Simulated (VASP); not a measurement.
Here is a VASP 6.6.1 calculation.

Contents of INCAR:

```
ALGO = Normal
EDIFF = 1E-7
EDIFFG = -0.005
ENCUT = 600
GGA = PE
IBRION = 2
ISIF = 3
ISMEAR = -1
LASPH = True
LCHARG = False
LREAL = False
LWAVE = False
NELM = 60
NSW = 100
PREC = Accurate
SIGMA = 0.08
```

The input KPOINTS:

```
k-points
0
Gamma
  12 12 12
```

The input POSCAR:

```
SnO
1.0
    0.0000000000      2.2784552067      2.2784552067
    2.2784552067      0.0000000000      2.2784552067
    2.2784552067      2.2784552067      0.0000000000
Sn O
1 1
Direct
    0.0000000000      0.0000000000      0.0000000000
    0.2500000000      0.2500000000      0.2500000000
```

Potentials or basis: VASP PAW PBE potentials, release 64 (Sn_d, O).

Launch:

```console
$ cat potpaw_PBE.64/Sn_d/POTCAR potpaw_PBE.64/O/POTCAR > POTCAR
$ mpirun -np 1 vasp_std > vasp.out
```

Question: Estimate the space group after relaxing (to 0.05 Å).

Answer: F-43m (No. 216).

Question: What does it give for the band gap on the k mesh?

Answer: Zero (band 10 reaches 6.01 eV, above the bottom of band 11 at 5.82 eV).

Question: Estimate the relaxed cell.

Answer: a = 3.845 Å, b = 3.845 Å, c = 3.845 Å, α = 60.00°, β = 60.00°, γ = 60.00°.

Step by step:
```
step  energy change (eV)  largest force (eV/Å)  pressure (GPa)  volume (Å³)
   1              0.0000                0.0000           98.61        23.66
   2             -1.9882                0.0000          -19.14        58.36
   3             -3.2846                0.0000            0.34        39.98
   4             -3.2846                0.0000           -0.36        40.37
   5             -3.2848                0.0000            0.09        40.13
   6             -3.2848                0.0000            0.00        40.18
```

Caveat: the volume moved by over 15 % at a fixed basis, so the end points are rough; spin-orbit coupling is left out, which moves the levels of the heavy elements.
